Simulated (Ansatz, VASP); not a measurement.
One calculation of Co4Ge, two programs

```
Co Ge
1.0
     4.11663    0.00000    0.00000
     0.00000    4.11663    0.00000
     0.00000    0.00000    4.11663
Co Ge
4 1
Direct
  0.50000 0.00000 0.00000
  0.00000 0.50000 0.00000
  0.00000 0.00000 0.50000
  0.50000 0.50000 0.50000
  0.00000 0.00000 0.00000
```

Alike in both runs: task single point; functional PBE; k mesh 4 × 4 × 4; occupations gaussian, width 0.1 eV; collinear spin.

|  | VASP | Ansatz |
| --- | --- | --- |
| version | VASP 6.6.1 | Ansatz 0.2.0 |
| potentials or method | VASP PAW PBE potentials, release 64 (Co, Ge_d), cutoff 520 eV | scalar-relativistic, plane waves, PAW |
| valence electrons in the cell | 50 | 82 |

VASP gave:

- gap on the k mesh at the Fermi level (eV): none
- pressure (GPa): 14.7
- net moment per atom (μB): 1.09
- size of the moment on the site where the two differ most (μB): 0.08

What did Ansatz give for the same quantities?

gap on the k mesh at the Fermi level (eV): none; pressure (GPa): 14.2; net moment per atom (μB): 1.09; size of the moment on the site where the two differ most (μB): 0.03.

Site moments also hang on the region over which each program counts them. A gap of «none» marks a metal or a gap that the smearing closes. VASP's potentials hold 50 valence electrons a cell and Ansatz's 82, so a difference there can come from the potentials and not from the codes.

The k mesh is coarse, so the values compare programs but aren't converged.
